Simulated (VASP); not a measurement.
**Li: single point with PBE**

Li:

```
Li
1.0
     1.16884   -0.67483    3.84718
     0.00000    1.34966    3.84718
    -1.16884   -0.67483    3.84718
Li
2
Direct
  0.25000 0.25000 0.25000
  0.75000 0.75000 0.75000
```

| Quantity | Value |
| --- | --- |
| Program | VASP 6.6.1 |
| Task | single point |
| Functional | PBE |
| Potentials or basis | VASP PAW PBE potentials, release 64 (Li_sv) |
| Cutoff | 520 eV |
| k mesh | 13 × 13 × 13 |
| Occupations | fermi-dirac, width 0.08 eV |
| Spin | no spin polarisation |
| Dipole correction | no |
| Further INCAR settings | ALGO = Normal; EDIFF = 1e-06; NBANDS = 10 |

| Item | Value |
| --- | --- |
| Band gap on the k mesh | zero (band 3 reaches 6.02 eV, above the bottom of band 4 at 1.10 eV) |

Levels at points of the mesh, in eV from the Fermi level:
```csv
k point,band 1,band 2,band 3,band 4,band 5,band 6,band 7
"(0.00, 0.00, 0.00)",-45.75,-45.45,-4.07,-0.64,6.82,22.02,22.02
```

Wall time 48 s on 1 thread of Intel(R) Xeon(R) Platinum 8488C (Sapphire Rapids), on a shared host, peak memory 0.17 GiB.
